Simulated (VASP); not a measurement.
A run of VASP 6.6.1 is set up as follows.

The input INCAR:

```
SYSTEM = CaSe
PREC = Accurate
ENCUT = 520
EDIFF = 1E-6
ISMEAR = 0
SIGMA = 0.01
LREAL = .False.
LASPH = .True.
NELM = 150
ALGO = Normal
ISIF = 2
LWAVE = .False.
LCHARG = .False.
MAGMOM = 0 0 0 0 0 0
LORBIT = 11
LSORBIT = .True.
GGA_COMPAT = .False.
LORBMOM = .True.
GGA = PS
NBANDS = 28
```

KPOINTS

```
Automatic mesh
0
Gamma
  8 8 8
  0 0 0
```

File POSCAR:

```
CaSe
1.0
    2.9637950892      2.9637950892      0.0000000000
   -2.9637950892      2.9637950892      0.0000000000
    0.0000000000      2.9637950892      2.9252693646
Ca Se
1 1
Direct
    0.0000000000      0.0000000000      0.0000000000
    0.5000000000      0.5000000000      0.0000000000
```

Potentials or basis: VASP PAW PBE potentials, release 64 (Ca_sv, Se).

Run with:

```bash
$ cat potpaw_PBE.64/Ca_sv/POTCAR potpaw_PBE.64/Se/POTCAR > POTCAR
$ mpirun -np 1 vasp_ncl > vasp.out
```

Problem. Predict the net moment.

Solution. 0.00 μB per cell.

Problem. Predict the pressure.

Solution. -0.6 GPa.

Moments on the atoms (μB; x, y, z):
```
Ca  0.00 0.00 0.00
Se  0.00 0.00 0.00
```

Caveat: the cell differs from its parent crystal (film at in-plane strain +0.01); the PAW data sets were made with another functional, which shifts forces and pressure a little.
